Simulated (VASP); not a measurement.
Mg2Sn:

```
Mg Sn
1.0
     0.00000    3.36950    3.36950
     3.36950    0.00000    3.36950
     3.36950    3.36950    0.00000
Mg Sn
2 1
Cartesian
  1.6847 1.6847 1.6847
  5.0542 5.0542 5.0542
  0.0000 0.0000 0.0000
```

- Program: VASP 6.6.1
- Task: relaxation of cell and atoms
- Functional: PBE
- Potentials or basis: VASP PAW PBE potentials, release 64 (Mg, Sn_d)
- Cutoff: 600 eV
- k mesh: 12 × 12 × 12
- Occupations: gaussian, width 0.1 eV
- Spin: no spin polarisation

At the start: pressure 1.4 GPa; volume 25.50 Å³/atom.

Question: Where does the relaxation end?

Answer: Over 3 steps the energy falls by 3.4 meV/atom and the volume is 26.31 Å³/atom (+3.2 %); space group Fm-3m (No. 225, to 0.1 Å) before and after.

Step by step:
```
step  energy change (eV)  largest force (eV/Å)  pressure (GPa)  volume (Å³)
   1              0.0000                0.0000            1.42        76.51
   2             -0.0101                0.0000           -0.05        79.04
   3             -0.0101                0.0000            0.00        78.94
```

Final structure:
```yaml
crystal:
  lattice:
    - [0.00000, 3.40471, 3.40471]
    - [3.40471, 0.00000, 3.40471]
    - [3.40471, 3.40471, 0.00000]
  atoms:
    - { symbol: Mg, position: [0.25000, 0.25000, 0.25000] }
    - { symbol: Mg, position: [0.75000, 0.75000, 0.75000] }
    - { symbol: Sn, position: [0.00000, 0.00000, 0.00000] }
```
